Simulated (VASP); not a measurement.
# Se (Fd-3m) in VASP: a series of runs

Se is run at these levels: PBE; tasks: single point.

Everything below comes from runs of VASP 6.6.1. Logs are shortened: lines on timing, memory, paths and dates and some standing lists are left out, and cuts for length are marked.

**1. The cell of the first run**

The structure is cubic, space group Fd-3m (No. 227). Conventional cell: a = 6.251 Å, b = 6.251 Å, c = 6.251 Å, α = 90.00°, β = 90.00°, γ = 90.00°. Within 3.6 Å of Se (site symmetry -43m) lie 4 Se at 2.71 Å.

**2. Single point, PBE**

Input file INCAR:

```
SYSTEM = Se
ALGO = Normal ; EDIFF = 1E-7
ENCUT = 520 ; GGA = PE
ISIF = 2 ; ISMEAR = 1
LASPH = .TRUE. ; LCHARG = .FALSE.
LREAL = .FALSE. ; LWAVE = .FALSE.
NBANDS = 13 ; NELM = 100
PREC = Accurate ; SIGMA = 0.06802846561497
```

Input file KPOINTS:

```
k-points
0
G
  6 6 6
  0 0 0
```

Input file POSCAR:

```
Se
1.0
    0.0000000000      3.1255665700      3.1255665700
    3.1255665700      0.0000000000      3.1255665700
    3.1255665700      3.1255665700      0.0000000000
Se
2
Direct
    0.5000000000      0.5000000000      0.5000000000
    0.7500000000      0.7500000000      0.7500000000
```

Potentials or basis: VASP PAW PBE potentials, release 64 (Se).

Run with:

```console
$ cat potpaw_PBE.64/Se/POTCAR > POTCAR
$ mpirun -np 1 vasp_std > vasp.out
```

OUTCAR:

```text
SYSTEM = Se
   EDIFF = 1E-7
   ENCUT = 520
   GGA = PE
   ISIF = 2
   ISMEAR = 1
   LASPH = .TRUE.
   LREAL = .FALSE.
   NELM = 100
   PREC = Accurate

 ion  position               nearest neighbor table
   1  0.500  0.500  0.500-   2 2.71   2 2.71   2 2.71   2 2.71
   2  0.750  0.750  0.750-   1 2.71   1 2.71   1 2.71   1 2.71

  LATTYP: Found a face centered cubic cell.
 ALAT       =     6.2511331400

  Lattice vectors:

 A1 = (   0.0000000000,   3.1255665700,   3.1255665700)
 A2 = (   3.1255665700,   0.0000000000,   3.1255665700)
 A3 = (   3.1255665700,   3.1255665700,   0.0000000000)

Analysis of symmetry for initial positions (statically):
=====================================================================
 Subroutine PRICEL returns:
 Original cell was already a primitive cell.

 Routine SETGRP: Setting up the symmetry group for a
 face centered cubic supercell.

 Subroutine GETGRP returns: Found 48 space group operations
 (whereof 24 operations were pure point group operations)
 out of a pool of 48 trial point group operations.

The static configuration has the point symmetry T_d .
 The point group associated with its full space group is O_h .

Analysis of symmetry for dynamics (positions and initial velocities):
=====================================================================
 Subroutine PRICEL returns:
 Original cell was already a primitive cell.

 Routine SETGRP: Setting up the symmetry group for a
 face centered cubic supercell.

 Subroutine GETGRP returns: Found 48 space group operations
 (whereof 24 operations were pure point group operations)
 out of a pool of 48 trial point group operations.

The dynamic configuration has the point symmetry T_d .
 The point group associated with its full space group is O_h .

 Subroutine INISYM returns: Found 48 space group operations
 (whereof 24 operations are pure point group operations),
 and found     1 'primitive' translations

----------------------------------------------------------------------------------------

                                     Primitive cell

  volume of cell :      61.0684

  direct lattice vectors                    reciprocal lattice vectors
     0.000000000  3.125566570  3.125566570    -0.159970997  0.159970997  0.159970997
     3.125566570  0.000000000  3.125566570     0.159970997 -0.159970997  0.159970997
     3.125566570  3.125566570  0.000000000     0.159970997  0.159970997 -0.159970997

  length of vectors
     4.420218633  4.420218633  4.420218633     0.277077894  0.277077894  0.277077894

  position of ions in fractional coordinates (direct lattice)
     0.500000000  0.500000000  0.500000000
     0.750000000  0.750000000  0.750000000

  ion indices of the primitive-cell ions
   primitive index   ion index
                 1           1
                 2           2

----------------------------------------------------------------------------------------

 KPOINTS: k-points

Automatic generation of k-mesh.
 Grid dimensions read from file:
 generate k-points for:    6    6    6

 Generating k-lattice:

  Cartesian coordinates                     Fractional coordinates (reciprocal lattice)
    -0.026661833  0.026661833  0.026661833     0.166666667  0.000000000  0.000000000
     0.026661833 -0.026661833  0.026661833     0.000000000  0.166666667  0.000000000
     0.026661833  0.026661833 -0.026661833     0.000000000  0.000000000  0.166666667

  Length of vectors
     0.046179649  0.046179649  0.046179649

  Shift w.r.t. Gamma in fractional coordinates (k-lattice)
     0.000000000  0.000000000  0.000000000

 Subroutine IBZKPT returns following result:
 ===========================================

 Found     16 irreducible k-points:

 Following reciprocal coordinates:
            Coordinates               Weight
  0.000000  0.000000  0.000000      1.000000
  0.166667  0.000000  0.000000      8.000000
  0.333333  0.000000  0.000000      8.000000
  0.500000  0.000000  0.000000      4.000000
  0.166667  0.166667  0.000000      6.000000
  0.333333  0.166667  0.000000     24.000000
[... 8 lines left out ...]
 -0.333333  0.333333  0.166667     24.000000
 -0.333333  0.500000  0.166667     12.000000
   k-points           NKPTS =     16   k-points in BZ     NKDIM =     16   number of bands    NBANDS=     13
   number of dos      NEDOS =    301   number of ions     NIONS =      2
   total plane-waves  NPLWV =  46656
   dimension x,y,z NGX =    36 NGY =   36 NGZ =   36
   dimension x,y,z NGXF=    72 NGYF=   72 NGZF=   72
   ions per type =               2
   NGX,Y,Z   is equivalent  to a cutoff of  13.54, 13.54, 13.54 a.u.
   NGXF,Y,Z  is equivalent  to a cutoff of  27.08, 27.08, 27.08 a.u.
 SYSTEM =  Se
   PREC   = accura    normal or accurate (medium, high low for compatibility)
   ISTART =      0    job   : 0-new  1-cont  2-samecut
   ICHARG =      2    charge: 1-file 2-atom 10-const
   ISPIN  =      1    spin polarized calculation?
   LNONCOLLINEAR =      F non collinear calculations
   LSORBIT =      F    spin-orbit coupling
   LASPH  =      T    aspherical Exc in radial PAW
   ENCUT  =  520.0 eV  38.22 Ry    6.18 a.u.   8.22  8.22  8.22*2*pi/ulx,y,z
   NELM   =    100;   NELMIN=  2; NELMDL= -5     # of ELM steps
   EDIFF  = 0.1E-06   stopping-criterion for ELM
   LREAL  =      F    real-space projection
   EDIFFG = 0.1E-05   stopping-criterion for IOM
   NSW    =      0    number of steps for IOM
   IBRION =     -1    ionic relax: 0-MD 1-quasi-New 2-CG
   NFREE  =      0    steps in history (QN), initial steepest desc. (CG)
   ISIF   =      2    stress and relaxation
   ISYM   =      2    0-nonsym 1-usesym 2-fastsym
   POTIM  = 0.5000    time-step for ionic-motion
   TEBEG  =    0.0;   TEEND  =   0.0 temperature during run
   PSTRESS=    0.0 pullay stress
   NELECT =      12.0000    total number of electrons
   NUPDOWN=      -1.0000    fix difference up-down
   EMIN   =  10.00;   EMAX   =-10.00  energy-range for DOS
   EFERMI =   0.00;   METHOD = LEGACY
   ISMEAR =     1;   SIGMA  =   0.07  broadening in eV -4-tet -1-fermi 0-gaus
   EFERMI_NEDOS =   21; number of points for ismear=-14 and -15
   IALGO  =     38    algorithm
   IMIX   =      4    mixing-type and parameters
     AMIX     =   0.40;   BMIX     =  1.00
     AMIX_MAG =   1.60;   BMIX_MAG =  1.00
  volume/ion in A,a.u.               =      30.53       206.05
  Fermi-wavevector in a.u.,A,eV,Ry     =   0.951765  1.798575 12.324933  0.905857
  Thomas-Fermi vector in A             =   2.080266
   LORBIT       =      0    0 simple, 1 ext, 2 COOP (PROOUT), +10 PAW based schemes
   GGA     = PE    functional components
   LHFCALC =     F    Hartree Fock is set to
   AEXX    =    0.0000 exact exchange contribution
   IVDW    =     0    specifies the selected vdW correction
   LEPSILON=     F    determine dielectric tensor
   LRPA    =     F    only Hartree local field effects (RPA)
 non-spin polarized calculation
 Methfessel and Paxton  Order N= 1 SIGMA  =   0.07
  energy-cutoff  :      520.00
  volume of cell :       61.07
 maximum number of plane-waves:      1676
 NGX is ok and might be reduce to    36
   NGX = 17   NGY = 17   NGZ = 17

 number of electron      12.0000001 magnetization

 Free energy of the ion-electron system (eV)
  ---------------------------------------------------
  ext. energy  EPLUGINS =         0.00000000
  ---------------------------------------------------
  free energy    TOTEN  =        -5.98438984 eV

  energy without entropy =       -5.98424998  energy(sigma->0) =       -5.98434322

 E-fermi :   2.3923     XC(G=0):  -8.3134

 val. band max:        2.3912978632   @ k =   0.1667   0.1667   0.0000
 cond. band min:       2.4393986204   @ k =   0.3333   0.0000   0.0000
 fundamental gap:      0.0481007572
 Fermi energy:         2.3922650533

 k-point     1 :       0.0000    0.0000    0.0000
  band No.  band energies     occupation
      1     -13.1469      2.00000
      2      -7.8016      2.00000
      3      -1.1730      2.00000
      4      -1.1730      2.00000
      5      -1.1730      2.00000
      6       1.5478      2.00000
      7       1.5478      2.00000
      8       1.5478      2.00000
      9       6.7483      0.00000
     10       9.9734      0.00000
     11       9.9734      0.00000
     12      11.9289      0.00000
     13      11.9289      0.00000

 k-point     2 :       0.1667    0.0000    0.0000
  band No.  band energies     occupation
      1     -12.9610      2.00000
      2      -8.2644      2.00000
      3      -1.4031      2.00000
      4      -1.4031      2.00000
      5      -1.3009      2.00000
      6       1.8965      2.00000
      7       1.8965      2.00000
      8       1.9551      2.00000
      9       7.5777      0.00000
     10       9.4513      0.00000
     11       9.4513      0.00000
     12      11.3458      0.00000
     13      13.3516      0.00000

 k-point     3 :       0.3333    0.0000    0.0000
  band No.  band energies     occupation
      1     -12.4813      2.00000
      2      -9.2241      2.00000
      3      -1.7527      2.00000
      4      -1.7527      2.00000
      5      -1.6594      2.00000
      6       2.4394      0.08529
      7       2.4394      0.08529
      8       3.2195     -0.00000
      9       8.6109      0.00000
     10       9.5534      0.00000
     11       9.5534      0.00000
     12      10.8380      0.00000
     13      13.7602      0.00000

 k-point     4 :       0.5000    0.0000    0.0000
  band No.  band energies     occupation
      1     -12.1290      2.00000
      2      -9.7895      2.00000
      3      -1.8950      2.00000
      4      -1.8950      2.00000
      5      -1.8412      2.00000
      6       2.6483     -0.00000
      7       2.6483     -0.00000
      8       4.1360      0.00000
      9       9.2492      0.00000
     10       9.2540      0.00000
     11      10.3632      0.00000
     12      10.3632      0.00000
     13      12.0841      0.00000

 k-point     5 :       0.1667    0.1667    0.0000
  band No.  band energies     occupation
      1     -12.8947      2.00000
      2      -8.4082      2.00000
      3      -1.7183      2.00000
      4      -1.7183      2.00000
      5      -0.6357      2.00000
      6       1.1162      2.00000
      7       2.3913      1.02406
      8       2.3913      1.02406
      9       7.8939      0.00000
     10       8.3863      0.00000
     11      10.3705      0.00000
     12      12.6211      0.00000
     13      12.6212      0.00000
[... 129 lines left out ...]
 k-point    14 :       0.5000    0.3333    0.1667
  band No.  band energies     occupation
      1     -12.0161      2.00000
      2      -9.9124      2.00000
      3      -2.8513      2.00000
      4      -2.3075      2.00000
      5       0.0883      2.00000
      6       1.5016      2.00000
      7       3.5999     -0.00000
      8       3.6345     -0.00000
      9       8.2859      0.00000
     10       8.7821      0.00000
     11      10.9007      0.00000
     12      12.5248      0.00000
     13      13.5661      0.00000

 k-point    15 :      -0.3333    0.3333    0.1667
  band No.  band energies     occupation
      1     -11.6088      2.00000
      2     -10.4323      2.00000
      3      -3.0813      2.00000
      4      -2.4894      2.00000
      5       0.2885      2.00000
      6       1.9305      2.00000
      7       3.6520     -0.00000
      8       3.8306      0.00000
      9       7.9436      0.00000
     10       8.9445      0.00000
     11      10.7806      0.00000
     12      12.3876      0.00000
     13      13.6894      0.00000

 k-point    16 :      -0.3333    0.5000    0.1667
  band No.  band energies     occupation
      1     -11.0448      2.00000
      2     -11.0448      2.00000
      3      -2.8741      2.00000
      4      -2.8741      2.00000
      5       0.9617      2.00000
      6       0.9617      2.00000
      7       4.0733      0.00000
      8       4.0733      0.00000
      9       8.3901      0.00000
     10       8.3901      0.00000
     11      11.8673      0.00000
     12      11.8673      0.00000
     13      15.0216      0.00000

------------------------ aborting loop because EDIFF is reached ----------------------------------------

  FORCE on cell =-STRESS in cart. coord.  units (eV):
  Direction    XX          YY          ZZ          XY          YZ          ZX
  --------------------------------------------------------------------------------------
  -------------------------------------------------------------------------------------
  Total        0.6119301      0.6119301      0.6119301      0.0000000      0.0000000      0.0000000
  in kB       16.0544772     16.0544772     16.0544772      0.0000000      0.0000000      0.0000000
  external PRESSURE =      16.0544772 kB  Pullay stress =       0.0000000 kB

 VOLUME and BASIS-vectors are now :
 -----------------------------------------------------------------------------
  energy-cutoff  :      520.00
  volume of cell :       61.07
      direct lattice vectors                 reciprocal lattice vectors
     0.000000000  3.125566570  3.125566570    -0.159970997  0.159970997  0.159970997
     3.125566570  0.000000000  3.125566570     0.159970997 -0.159970997  0.159970997
     3.125566570  3.125566570  0.000000000     0.159970997  0.159970997 -0.159970997

 POSITION                                       TOTAL-FORCE (eV/Angst)
 -----------------------------------------------------------------------------------
      3.12557      3.12557      3.12557        -0.000000      0.000000      0.000000
      4.68835      4.68835      4.68835         0.000000     -0.000000     -0.000000
 -----------------------------------------------------------------------------------
    total drift:                                0.000000      0.000000      0.000000

  FREE ENERGIE OF THE ION-ELECTRON SYSTEM (eV)
  ---------------------------------------------------
  free  energy   TOTEN  =        -5.9843898417 eV

  energy  without entropy=       -5.9842499755  energy(sigma->0) =       -5.98434322
```

Run time: 14 s. Hardware: 1 thread of AMD EPYC 9R14 (Zen 4), shared host; peak memory 0.17 GiB.

Results:

| Item | Value |
| --- | --- |
| Free energy | -5.9844 eV |
| Pressure | 1.6 GPa |
| Band gap on the k mesh | zero (band 6 reaches 2.65 eV, above the bottom of band 7 at 1.55 eV) |

Levels at points of the mesh, in eV from the Fermi level:
| k point | band 2 | band 3 | band 4 | band 5 | band 6 | band 7 | band 8 | band 9 | band 10 | band 11 |
| --- | --- | --- | --- | --- | --- | --- | --- | --- | --- | --- |
| (0.00, 0.00, 0.00) | -10.19 | -3.57 | -3.57 | -3.57 | -0.84 | -0.84 | -0.84 | 4.36 | 7.58 | 7.58 |
| (0.50, 0.00, 0.00) | -12.18 | -4.29 | -4.29 | -4.23 | 0.26 | 0.26 | 1.74 | 6.86 | 6.86 | 7.97 |
| (0.50, 0.50, 0.00) | -13.44 | -5.08 | -5.08 | -2.02 | -2.02 | 2.21 | 2.21 | 6.20 | 6.20 | 9.76 |

**3. Single point, PBE**

Input file INCAR:

```
SYSTEM = Se
PREC = Accurate ; ENCUT = 520
EDIFF = 1E-7 ; ISMEAR = 0
SIGMA = 0.1 ; LREAL = .FALSE.
LASPH = .TRUE. ; NELM = 60
ALGO = Normal ; ISIF = 2
LWAVE = .FALSE. ; LCHARG = .TRUE.
GGA = PE ; LELF = .TRUE.
LVHAR = .TRUE. ; NBANDS = 13
NELECT = 11.9
```

Input file KPOINTS:

```
Automatic mesh
0
G
  6 6 6
  0 0 0
```

POSCAR is that of step 2.

Potentials or basis: VASP PAW PBE potentials, release 64 (Se).

Run with:

```console
$ cat potpaw_PBE.64/Se/POTCAR > POTCAR
$ mpirun -np 1 vasp_std > vasp.out
```

Wall time 14 s (1 thread of AMD EPYC 9R14 (Zen 4), shared host); peak memory 0.17 GiB.

The run converged. Its results:

* Free energy: -6.2190 eV

Levels at points of the mesh, in eV from the Fermi level:
| k point | band 4 | band 5 | band 6 | band 7 | band 8 | band 9 |
| --- | --- | --- | --- | --- | --- | --- |
| (0.00, 0.00, 0.00) | -3.46 | -3.46 | -0.72 | -0.72 | -0.72 | 4.57 |
| (0.50, 0.00, 0.00) | -4.17 | -4.10 | 0.38 | 0.38 | 1.85 | 7.04 |
| (0.50, 0.50, 0.00) | -4.96 | -1.89 | -1.89 | 2.32 | 2.32 | 6.37 |

Caveat: the cell carries a net charge on a neutralising background, which shifts energy and pressure; the cell is charged against a uniform background, so pressure and absolute levels hang on convention.

**4. Single point, PBE**

Input file INCAR:

```
SYSTEM = Se
ALGO     = Normal         ! electronic algorithm
EDIFF    = 1E-7           ! SCF threshold, eV
ENCUT    = 520            ! plane-wave cutoff, eV
GGA      = PE             ! functional
ISIF     = 2              ! what is computed and relaxed
ISMEAR   = -1             ! smearing method
LASPH    = .True.         ! aspherical terms in the spheres
LCHARG   = .False.        ! write CHGCAR
LREAL    = .False.        ! projectors in reciprocal space
LWAVE    = .False.        ! write WAVECAR
NBANDS   = 13             ! bands
NELM     = 60             ! most SCF steps
PREC     = Accurate       ! precision mode
SIGMA    = 0.051703999572871064 ! smearing width, eV
```

Input file KPOINTS:

```
k-points
0
Gamma
  6 6 6
  0 0 0
```

POSCAR is that of step 3.

Run with:

```console
$ cat potpaw_PBE.64/Se/POTCAR > POTCAR
$ mpirun -np 1 vasp_std > vasp.out
```

Run time: 14 s. Hardware: 1 thread of AMD EPYC 9R14 (Zen 4), shared host; peak memory 0.17 GiB.

The run converged. Its results:

- Free energy: -5.9917 eV
- Pressure: 1.6 GPa
- Band gap on the k mesh: zero (band 6 reaches 2.65 eV, above the bottom of band 7 at 1.55 eV)

Levels at points of the mesh, in eV from the Fermi level:
| k point | band 4 | band 5 | band 6 | band 7 | band 8 | band 9 |
| --- | --- | --- | --- | --- | --- | --- |
| (0.00, 0.00, 0.00) | -3.52 | -3.52 | -0.80 | -0.80 | -0.80 | 4.40 |
| (0.50, 0.00, 0.00) | -4.24 | -4.19 | 0.30 | 0.30 | 1.79 | 6.90 |
| (0.50, 0.50, 0.00) | -5.04 | -1.98 | -1.98 | 2.26 | 2.26 | 6.25 |

[end of part 1 of 2]
